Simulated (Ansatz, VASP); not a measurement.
# Two plane-wave programs on C

The input INCAR:

```
ALGO = Normal
EDIFF = 1E-6
ENCUT = 520
GGA = PS
ISIF = 2
ISMEAR = 0
IVDW = 12
LASPH = T
LCHARG = T
LELF = T
LREAL = F
LVHAR = T
LWAVE = F
NBANDS = 11
NELM = 80
PREC = Accurate
SIGMA = 0.03
```

Contents of KPOINTS:

```
k-points
0
Gamma
  18 18 18
```

POSCAR

```
C
1.0
    0.0000000000      1.9677098589      3.2661100917
    1.1368097422      0.0000000000      3.2661100917
    1.1368097422      1.9677098589      0.0000000000
C
2
Direct
    0.1667066167      0.8332933833      0.1667066167
    0.8332933833      0.1667066167      0.8332933833
```

Input for Ansatz:

```yaml
crystal:
  lattice:
    - [0.0, 1.9677098589, 3.2661100917]
    - [1.1368097422, 0.0, 3.2661100917]
    - [1.1368097422, 1.9677098589, 0.0]
  atoms:
    - { symbol: C, position: [0.1667066167, 0.8332933833, 0.1667066167] }
    - { symbol: C, position: [0.8332933833, 0.1667066167, 0.8332933833] }
basis:
  ecutwfc: 520.0
kpoints:
  mp_grid: { grid: [18, 18, 18] }
hamiltonian:
  xc: pbesol
  pseudopotentials: { kind: paw, azcp: { folder: soft_1 } }
  dispersion: d3bj
scf:
  occupations: { method: gaussian, width: 0.03 }
output:
  forces: true
  stress: true
  eigenvalues: true
  write_density: true
  write_potential: true
  elf: true
  volumetric_format: npy
```

Change from the starting cell: volume 7.306 Å^3 an atom, stretch along c over the lengths across it, relative to the relaxed cell 1.0625.

Alike in both runs: task single point; functional PBEsol; dispersion D3(BJ); k mesh 18 × 18 × 18; occupations gaussian, width 0.03 eV; no spin polarisation.

|  | VASP | Ansatz |
| --- | --- | --- |
| version | VASP 6.6.1 | Ansatz 0.2.0 |
| potentials or method | VASP PAW PBE potentials, release 64 (C), cutoff 520 eV | scalar-relativistic, plane waves, PAW |
| valence electrons in the cell | 8 | 8 |

```csv
,VASP,Ansatz,Ansatz less VASP
gap on the k mesh at the Fermi level (eV),0.08,0.08,0.000
least direct gap on the mesh (eV),0.16,0.16,0.000
```

VASP's potentials were made for PBE, not for PBEsol, and Ansatz warns of the same on its side.
